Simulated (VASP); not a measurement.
CdF2:

```
Cd F
1.0
     0.00000    2.69400    2.69400
     2.39093    0.00000    2.69400
     2.39093    2.69400    0.00000
Cd F
1 2
Direct
  0.00000 0.00000 0.00000
  0.25000 0.25000 0.25000
  0.75000 0.75000 0.75000
```

This cell differs from its parent crystal: strain -0.1125 x Voigt [1, 0, 0, 0, 0, 0].

Base run:

```yaml
Program: VASP 6.6.1
Functional: LDA
Potentials_or_basis: VASP PAW LDA potentials, release 64 (Cd_sv_GW, F)
Cutoff: 600 eV
k_mesh: 8 × 8 × 8
Occupations: gaussian, width 0.05 eV
Spin: no spin polarisation
```

Its results: band gap on the k mesh 2.83 eV, indirect (least direct gap 3.30 eV); pressure 9.6 GPa.

**Question.** The run is repeated on the same cell with these changes: potentials or basis from VASP PAW LDA potentials, release 64 (Cd_sv_GW, F) to VASP PAW LDA potentials, release 64 (Cd, F); cutoff from 600 eV to 520 eV; further incar settings from ALGO = Normal; EDIFF = 1e-06; NBANDS = 24 to ALGO = Normal; EDIFF = 1e-06; NBANDS = 20; valence electrons from 34 to 26. What comes out?

**Answer.** Band gap on the k mesh 2.81 eV, indirect (least direct gap 3.28 eV); pressure 11.8 GPa.

A k mesh can miss the band edges.
